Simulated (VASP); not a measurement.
A run of VASP 6.6.1 is set up as follows.

Contents of INCAR:

```
SYSTEM = AlNi
ALGO = Normal
EDIFF = 1E-8
ENCUT = 520
GGA = PS
IBRION = 8
ISIF = 2
ISMEAR = -1
LASPH = .TRUE.
LCHARG = .TRUE.
LREAL = .FALSE.
LWAVE = .FALSE.
NBANDS = 14
NELM = 100
NSW = 1
PREC = Accurate
SIGMA = 0.15
```

Contents of KPOINTS:

```
k-points
0
G
  16 16 14
  0 0 0
```

POSCAR

```
AlNi
1.0
    2.0240845329     -2.0240834525      0.0000000000
    2.0240845329      2.0240834525      0.0000000000
    0.0000000000      0.0000000000      2.8647504702
Al Ni
1 1
Direct
    0.0000000000      0.0000000000      0.0000000000
    0.5000000000      0.5000000000      0.5000000000
```

Potentials or basis: VASP PAW PBE potentials, release 64 (Al, Ni).

The run is started by

```sh
$ cat potpaw_PBE.64/Al/POTCAR potpaw_PBE.64/Ni/POTCAR > POTCAR
$ mpirun -np 1 vasp_std > vasp.out
```

What does it give for the highest phonon frequency at Γ?

303 cm⁻¹.

Phonon frequencies in cm⁻¹ (negative: imaginary):
| q point | frequencies |
| --- | --- |
| (0.000, 0.000, 0.000) | 0 0 0 303 303 303 |

 Spin polarisation is off, so any magnetic state and its effect on volume and gap are missing.
